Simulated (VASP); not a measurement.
# KZn3 in VASP: a series of runs

KZn3 is run at these levels: PBE; tasks: relaxation of cell and atoms.

All numbers are computed with VASP 6.6.1; they aren't measurements. Logs are shortened: lines on timing, memory, paths and dates and some standing lists are left out, and cuts for length are marked.

### 1 The cell of the first run

The structure is tetragonal, space group P4/mmm (No. 123). The conventional cell has a = 4.239 Å, b = 4.239 Å, c = 4.196 Å, α = 90.00°, β = 90.00°, γ = 90.00°. K (site symmetry 4/mmm) has 12 Zn at 2.98 to 3.00 Å within 3.9 Å. Zn (site symmetry mmm) has 4 K at 2.98 Å and 8 Zn at 2.98 to 3.00 Å within 3.9 Å. Within 3.9 Å of Zn (site symmetry 4/mmm) lie 8 Zn at 2.98 Å and 4 K at 3.00 Å.

### 2 Relaxation of cell and atoms, PBE

The input, INCAR:

```
SYSTEM = KZn3
PREC = Accurate
ENCUT = 600
EDIFF = 1E-7
ISMEAR = 0
SIGMA = 0.1
LREAL = .False.
LASPH = .True.
NELM = 60
ALGO = Normal
ISIF = 3
LWAVE = .False.
LCHARG = .False.
GGA = PE
IBRION = 2
NSW = 90
EDIFFG = -0.04
```

The input, KPOINTS:

```
Automatic mesh
0
Gamma
  4 4 4
  0 0 0
```

The input, POSCAR:

```
KZn3
1.0
    4.2391263257      0.0000000000      0.0000000000
    0.0000000000      4.2391263257      0.0000000000
    0.0000000000      0.0000000000      4.1955540238
K Zn
1 3
Direct
    0.0000000000      0.0000000000      0.0000000000
    0.0000000000      0.5000000000      0.5000000000
    0.5000000000      0.0000000000      0.5000000000
    0.5000000000      0.5000000000      0.0000000000
```

Potentials or basis: VASP PAW PBE potentials, release 64 (K_sv, Zn).

The run is started by

```
> cat potpaw_PBE.64/K_sv/POTCAR potpaw_PBE.64/Zn/POTCAR > POTCAR
> mpirun -np 1 vasp_std > vasp.out
```

OUTCAR:

```text
SYSTEM = KZn3
   PREC = Accurate
   ENCUT = 600
   EDIFF = 1E-7
   ISMEAR = 0
   LREAL = .False.
   LASPH = .True.
   NELM = 60
   ISIF = 3
   GGA = PE
   IBRION = 2
   NSW = 90
   EDIFFG = -0.04

 ion  position               nearest neighbor table
   1  0.000  0.000  0.000-   2 2.98   3 2.98   2 2.98   3 2.98   2 2.98   2 2.98   3 2.98   3 2.98
                             4 3.00   4 3.00   4 3.00   4 3.00
   2  0.000  0.500  0.500-   1 2.98   4 2.98   1 2.98   4 2.98   1 2.98   1 2.98   4 2.98   4 2.98
                             3 3.00   3 3.00   3 3.00   3 3.00
   3  0.500  0.000  0.500-   1 2.98   4 2.98   1 2.98   4 2.98   4 2.98   4 2.98   1 2.98   1 2.98
                             2 3.00   2 3.00   2 3.00   2 3.00
   4  0.500  0.500  0.000-   2 2.98   3 2.98   2 2.98   3 2.98   3 2.98   3 2.98   2 2.98   2 2.98
                             1 3.00   1 3.00   1 3.00   1 3.00

  LATTYP: Found a simple tetragonal cell.
 ALAT       =     4.2391263257
 C/A-ratio  =     0.9897213957

  Lattice vectors:

 A1 = (   4.2391263257,   0.0000000000,   0.0000000000)
 A2 = (   0.0000000000,   4.2391263257,   0.0000000000)
 A3 = (   0.0000000000,   0.0000000000,   4.1955540238)

Analysis of symmetry for initial positions (statically):
=====================================================================
 Subroutine PRICEL returns:
 Original cell was already a primitive cell.

 Routine SETGRP: Setting up the symmetry group for a
 simple tetragonal supercell.

 Subroutine GETGRP returns: Found 16 space group operations
 (whereof 16 operations were pure point group operations)
 out of a pool of 16 trial point group operations.

The static configuration has the point symmetry D_4h.

Analysis of symmetry for dynamics (positions and initial velocities):
=====================================================================
 Subroutine PRICEL returns:
 Original cell was already a primitive cell.

 Routine SETGRP: Setting up the symmetry group for a
 simple tetragonal supercell.

 Subroutine GETGRP returns: Found 16 space group operations
 (whereof 16 operations were pure point group operations)
 out of a pool of 16 trial point group operations.

The dynamic configuration has the point symmetry D_4h.

 Subroutine INISYM returns: Found 16 space group operations
 (whereof 16 operations are pure point group operations),
 and found     1 'primitive' translations

----------------------------------------------------------------------------------------

                                     Primitive cell

  volume of cell :      75.3949

  direct lattice vectors                    reciprocal lattice vectors
     4.239126326  0.000000000  0.000000000     0.235897665  0.000000000  0.000000000
     0.000000000  4.239126326  0.000000000     0.000000000  0.235897665  0.000000000
     0.000000000  0.000000000  4.195554024     0.000000000  0.000000000  0.238347545

  length of vectors
     4.239126326  4.239126326  4.195554024     0.235897665  0.235897665  0.238347545

  position of ions in fractional coordinates (direct lattice)
     0.000000000  0.000000000  0.000000000
     0.000000000  0.500000000  0.500000000
     0.500000000  0.000000000  0.500000000
     0.500000000  0.500000000  0.000000000

  ion indices of the primitive-cell ions
   primitive index   ion index
                 1           1
                 2           2
                 3           3
                 4           4

----------------------------------------------------------------------------------------

 KPOINTS: Automatic mesh

Automatic generation of k-mesh.
 Grid dimensions read from file:
 generate k-points for:    4    4    4

 Generating k-lattice:

  Cartesian coordinates                     Fractional coordinates (reciprocal lattice)
     0.058974416  0.000000000  0.000000000     0.250000000  0.000000000  0.000000000
     0.000000000  0.058974416  0.000000000     0.000000000  0.250000000  0.000000000
     0.000000000  0.000000000  0.059586886     0.000000000  0.000000000  0.250000000

  Length of vectors
     0.058974416  0.058974416  0.059586886

  Shift w.r.t. Gamma in fractional coordinates (k-lattice)
     0.000000000  0.000000000  0.000000000

 Subroutine IBZKPT returns following result:
 ===========================================

 Found     18 irreducible k-points:

 Following reciprocal coordinates:
            Coordinates               Weight
  0.000000  0.000000  0.000000      1.000000
  0.250000  0.000000  0.000000      4.000000
  0.500000  0.000000  0.000000      2.000000
  0.250000  0.250000  0.000000      4.000000
  0.500000  0.250000  0.000000      4.000000
  0.500000  0.500000  0.000000      1.000000
[... 10 lines left out ...]
  0.500000  0.250000  0.500000      4.000000
  0.500000  0.500000  0.500000      1.000000
   k-points           NKPTS =     18   k-points in BZ     NKDIM =     18   number of bands    NBANDS=     27
   number of dos      NEDOS =    301   number of ions     NIONS =      4
   total plane-waves  NPLWV =  46656
   dimension x,y,z NGX =    36 NGY =   36 NGZ =   36
   dimension x,y,z NGXF=    72 NGYF=   72 NGZF=   72
   ions per type =               1   3
   NGX,Y,Z   is equivalent  to a cutoff of  14.12, 14.12, 14.26 a.u.
   NGXF,Y,Z  is equivalent  to a cutoff of  28.24, 28.24, 28.53 a.u.
 SYSTEM =  KZn3
   PREC   = accura    normal or accurate (medium, high low for compatibility)
   ISTART =      0    job   : 0-new  1-cont  2-samecut
   ICHARG =      2    charge: 1-file 2-atom 10-const
   ISPIN  =      1    spin polarized calculation?
   LNONCOLLINEAR =      F non collinear calculations
   LSORBIT =      F    spin-orbit coupling
   LASPH  =      T    aspherical Exc in radial PAW
   ENCUT  =  600.0 eV  44.10 Ry    6.64 a.u.   8.47  8.47  8.38*2*pi/ulx,y,z
   NELM   =     60;   NELMIN=  2; NELMDL= -5     # of ELM steps
   EDIFF  = 0.1E-06   stopping-criterion for ELM
   LREAL  =      F    real-space projection
   EDIFFG = -.4E-01   stopping-criterion for IOM
   NSW    =     90    number of steps for IOM
   IBRION =      2    ionic relax: 0-MD 1-quasi-New 2-CG
   NFREE  =      1    steps in history (QN), initial steepest desc. (CG)
   ISIF   =      3    stress and relaxation
   ISYM   =      2    0-nonsym 1-usesym 2-fastsym
   POTIM  = 0.5000    time-step for ionic-motion
   TEBEG  =    0.0;   TEEND  =   0.0 temperature during run
   PSTRESS=    0.0 pullay stress
   NELECT =      45.0000    total number of electrons
   NUPDOWN=      -1.0000    fix difference up-down
   EMIN   =  10.00;   EMAX   =-10.00  energy-range for DOS
   EFERMI =   0.00;   METHOD = LEGACY
   ISMEAR =     0;   SIGMA  =   0.10  broadening in eV -4-tet -1-fermi 0-gaus
   EFERMI_NEDOS =   21; number of points for ismear=-14 and -15
   IALGO  =     38    algorithm
   IMIX   =      4    mixing-type and parameters
     AMIX     =   0.40;   BMIX     =  1.00
     AMIX_MAG =   1.60;   BMIX_MAG =  1.00
  volume/ion in A,a.u.               =      18.85       127.20
  Fermi-wavevector in a.u.,A,eV,Ry     =   1.378367  2.604737 25.849663  1.899897
  Thomas-Fermi vector in A             =   2.503435
   LORBIT       =      0    0 simple, 1 ext, 2 COOP (PROOUT), +10 PAW based schemes
   GGA     = PE    functional components
   LHFCALC =     F    Hartree Fock is set to
   AEXX    =    0.0000 exact exchange contribution
   IVDW    =     0    specifies the selected vdW correction
   LEPSILON=     F    determine dielectric tensor
   LRPA    =     F    only Hartree local field effects (RPA)
 conjugate gradient relaxation of ions
 non-spin polarized calculation
 Gauss-broadening in eV      SIGMA  =   0.10
  energy-cutoff  :      600.00
  volume of cell :       75.39
 maximum number of plane-waves:      2530
 NGX is ok and might be reduce to    36
   NGX = 17   NGY = 17   NGZ = 17

--------------------------------------- Ionic step        1  -------------------------------------------

 number of electron      45.0000041 magnetization

 Free energy of the ion-electron system (eV)
  ---------------------------------------------------
  ext. energy  EPLUGINS =         0.00000000
  ---------------------------------------------------
  free energy    TOTEN  =        -2.58327789 eV

  energy without entropy =       -2.56903468  energy(sigma->0) =       -2.57615629

 E-fermi :   2.6404     XC(G=0): -10.4019

 val. band max:        2.5560976699   @ k =   0.0000   0.0000   0.2500
 cond. band min:       2.6454578836   @ k =   0.2500   0.0000   0.0000
 fundamental gap:      0.0893602137
 Fermi energy:         2.6403854364

 k-point     1 :       0.0000    0.0000    0.0000
  band No.  band energies     occupation
      1     -27.9363      2.00000
      2     -11.5883      2.00000
      3     -11.5883      2.00000
      4     -11.5866      2.00000
      5      -5.6396      2.00000
      6      -5.2161      2.00000
[... 19 lines left out ...]
     26       8.4166      0.00000
     27       8.9071      0.00000
[... 635 lines left out ...]
 VOLUME and BASIS-vectors are now :
 -----------------------------------------------------------------------------
  energy-cutoff  :      600.00
  volume of cell :       98.92
      direct lattice vectors                 reciprocal lattice vectors
     4.641623828  0.000000000  0.000000000     0.215441845  0.000000000 -0.000000000
     0.000000000  4.641623828  0.000000000     0.000000000  0.215441845 -0.000000000
     0.000000000  0.000000000  4.591313855     0.000000000 -0.000000000  0.217802579

 POSITION                                       TOTAL-FORCE (eV/Angst)
 -----------------------------------------------------------------------------------
      0.00000      0.00000      0.00000        -0.000000     -0.000000      0.000000
      0.00000      2.32081      2.29566         0.000000      0.000000      0.000000
      2.32081      0.00000      2.29566        -0.000000     -0.000000      0.000000
      2.32081      2.32081      0.00000        -0.000000     -0.000000      0.000000
 -----------------------------------------------------------------------------------
    total drift:                                0.000000      0.000000      0.000000

  FREE ENERGIE OF THE ION-ELECTRON SYSTEM (eV)
  ---------------------------------------------------
  free  energy   TOTEN  =        -3.1751979719 eV

  energy  without entropy=       -3.1680342709  energy(sigma->0) =       -3.17161612

--------------------------------------- Ionic step        5  -------------------------------------------

 number of electron      44.9999915 magnetization

 Free energy of the ion-electron system (eV)
  ---------------------------------------------------
  ext. energy  EPLUGINS =         0.00000000
  ---------------------------------------------------
  free energy    TOTEN  =        -3.17577269 eV

  energy without entropy =       -3.16859040  energy(sigma->0) =       -3.17218154

 E-fermi :   1.2863     XC(G=0):  -9.1133

 val. band max:        1.0936448594   @ k =   0.2500   0.2500   0.5000
 cond. band min:       1.3125207426   @ k =   0.0000   0.0000   0.5000
 fundamental gap:      0.2188758833
 Fermi energy:         1.2862536688

 k-point     1 :       0.0000    0.0000    0.0000
  band No.  band energies     occupation
      1     -29.5138      2.00000
      2     -13.0763      2.00000
      3     -13.0763      2.00000
      4     -13.0749      2.00000
      5      -6.0944      2.00000
      6      -6.0798      2.00000
[... 19 lines left out ...]
     26       6.0755      0.00000
     27       6.7267      0.00000
[... 521 lines left out ...]
 VOLUME and BASIS-vectors are now :
 -----------------------------------------------------------------------------
  energy-cutoff  :      600.00
  volume of cell :       99.86
      direct lattice vectors                 reciprocal lattice vectors
     4.656384141  0.000000000  0.000000000     0.214758914  0.000000000 -0.000000000
     0.000000000  4.656384141  0.000000000     0.000000000  0.214758914 -0.000000000
     0.000000000  0.000000000  4.605827086     0.000000000 -0.000000000  0.217116271

 POSITION                                       TOTAL-FORCE (eV/Angst)
 -----------------------------------------------------------------------------------
      0.00000      0.00000      0.00000        -0.000000     -0.000000      0.000000
      0.00000      2.32819      2.30291         0.000000      0.000000      0.000000
      2.32819      0.00000      2.30291        -0.000000     -0.000000      0.000000
      2.32819      2.32819      0.00000        -0.000000     -0.000000      0.000000
 -----------------------------------------------------------------------------------
    total drift:                                0.000000      0.000000      0.000000

  FREE ENERGIE OF THE ION-ELECTRON SYSTEM (eV)
  ---------------------------------------------------
  free  energy   TOTEN  =        -3.1757726907 eV

  energy  without entropy=       -3.1685903981  energy(sigma->0) =       -3.17218154

 reached required accuracy - stopping structural energy minimisation
```

Wall time 1.8 min (1 thread of AMD EPYC 9R45 (Zen 5), shared host); peak memory 0.2 GiB.

Results:

```yaml
Free_energy: -3.1758 eV
Relaxed_volume: 24.97 Å³/atom
Relaxed_cell: a = 4.656 Å, b = 4.656 Å, c = 4.606 Å, α = 90.00°, β = 90.00°, γ = 90.00°
Space_group_after_relaxing_to_0.1_Å: Pm-3m (No. 221)
Energy_gained_by_relaxing: 148.1 meV/atom
Ionic_steps: 5
Pressure_after_relaxing: 0.0 GPa
Band_gap_on_the_k_mesh: zero (an odd number of electrons rules out a gap without spin polarisation)
```

Stress tensor (GPa, compression positive):
```
-0.04  0.00  0.00
 0.00 -0.04  0.00
 0.00  0.00  0.17
```

The path:
```tsv
step	energy change (eV)	largest force (eV/Å)	pressure (GPa)	volume (Å³)
1	0.0000	0.0000	10.20	75.39
2	-0.5150	0.0000	2.69	89.27
3	-0.5846	0.0000	0.71	96.10
4	-0.5919	0.0000	0.16	98.92
5	-0.5925	0.0000	0.03	99.86
```

Final structure:
```
K Zn
1.0
     4.65638    0.00000    0.00000
     0.00000    4.65638    0.00000
     0.00000    0.00000    4.60583
K Zn
1 3
Direct
  0.00000 0.00000 0.00000
  0.00000 0.50000 0.50000
  0.50000 0.00000 0.50000
  0.50000 0.50000 0.00000
```

Levels at points of the mesh, in eV from the Fermi level:
```csv
k point,band 20,band 21,band 22,band 23,band 24,band 25
"(0.00, 0.00, 0.00)",-6.85,-0.93,-0.81,0.40,0.40,0.52
"(0.50, 0.00, 0.00)",-5.33,-4.61,0.09,0.91,1.02,1.60
"(0.50, 0.50, 0.00)",-4.25,-3.38,-3.38,-1.35,2.39,2.39
"(0.00, 0.00, 0.50)",-5.28,-4.58,0.03,0.93,0.93,1.56
"(0.50, 0.00, 0.50)",-4.22,-3.35,-3.33,-1.35,2.30,2.34
"(0.50, 0.50, 0.50)",-2.81,-2.81,-2.79,-1.61,-0.33,-0.33
```

Caveat: the k points lie up to 0.34 Å⁻¹ apart in the final cell, too coarse for converged energies and pressures of a metal; the volume moved by over 15 % at a fixed basis, so the end points are rough.

### 3 Relaxation of cell and atoms, PBE

This run uses another cell than the first one, of 24.38 Å³/atom.

The input, INCAR:

```
  ALGO = Fast
  EDIFF = 1E-6
  EDIFFG = -0.01
  ENCUT = 600
  GGA = PE
  IBRION = 2
  ISIF = 3
  ISMEAR = 0
  LASPH = T
  LCHARG = F
  LREAL = F
  LWAVE = F
  NELM = 60
  NSW = 100
  PREC = Accurate
  SIGMA = 0.1
```

The input, KPOINTS:

```
k-points
0
Gamma
  10 10 10
```

The input, POSCAR:

```
KZn3
1.0
    4.6026974844      0.0000000000      0.0000000000
    0.0000000000      4.6026974844      0.0000000000
    0.0000000000      0.0000000000      4.6026974844
K Zn
1 3
Direct
    0.0000000000      0.0000000000      0.0000000000
    0.0000000000      0.5000000000      0.5000000000
    0.5000000000      0.0000000000      0.5000000000
    0.5000000000      0.5000000000      0.0000000000
```

Potentials or basis: VASP PAW PBE potentials, release 64 (K_sv, Zn).

The run is started by

```
> cat potpaw_PBE.64/K_sv/POTCAR potpaw_PBE.64/Zn/POTCAR > POTCAR
> mpirun -np 1 vasp_std > vasp.out
```

Run time: 4.4 min. Hardware: 1 thread of AMD EPYC 9R45 (Zen 5), shared host; peak memory 0.32 GiB.

Results (log left out):

| Property | Result |
| --- | --- |
| Free energy | -3.1700 eV |
| Relaxed volume | 25.43 Å³/atom |
| Relaxed cell | a = 4.668 Å, b = 4.668 Å, c = 4.668 Å, α = 90.00°, β = 90.00°, γ = 90.00° |
| Space group after relaxing (to 0.1 Å) | Pm-3m (No. 221) |
| Energy gained by relaxing | 2.5 meV/atom |
| Ionic steps | 3 |
| Pressure after relaxing | 0.0 GPa |
| Band gap on the k mesh | zero (an odd number of electrons rules out a gap without spin polarisation) |

The path:
| step | energy change (eV) | largest force (eV/Å) | pressure (GPa) | volume (Å³) |
| --- | --- | --- | --- | --- |
| 1 | 0.0000 | 0.0000 | 0.78 | 97.51 |
| 2 | -0.0063 | 0.0000 | 0.46 | 99.18 |
| 3 | -0.0100 | 0.0000 | 0.03 | 101.71 |

Final structure:
```
CELL_PARAMETERS angstrom
4.66795 0.00000 0.00000
0.00000 4.66795 0.00000
0.00000 0.00000 4.66795
ATOMIC_POSITIONS crystal
K 0.00000 0.00000 0.00000
Zn 0.00000 0.50000 0.50000
Zn 0.50000 0.00000 0.50000
Zn 0.50000 0.50000 0.00000
```

Levels at points of the mesh, in eV from the Fermi level:
```
           k point  band 18  band 19  band 20  band 21  band 22  band 23  band 24  band 25  band 26  band 27
(0.00, 0.00, 0.00)    -6.77    -6.77    -6.62    -0.74    -0.74     0.60     0.60     0.60     4.88     5.55
(0.50, 0.00, 0.00)    -6.85    -6.77    -5.12    -4.40     0.16     1.12     1.12     1.77     3.30     3.30
(0.50, 0.50, 0.00)    -6.91    -6.89    -4.04    -3.19    -3.19    -1.16     2.50     2.50     3.15     3.58
(0.50, 0.50, 0.50)    -6.81    -6.81    -2.65    -2.65    -2.65    -1.43    -0.15    -0.15    -0.15     4.72
```

(Part 1 of 2 ends here.)

The gap in the log of VASP goes by the Fermi energy; the results here count the filled bands.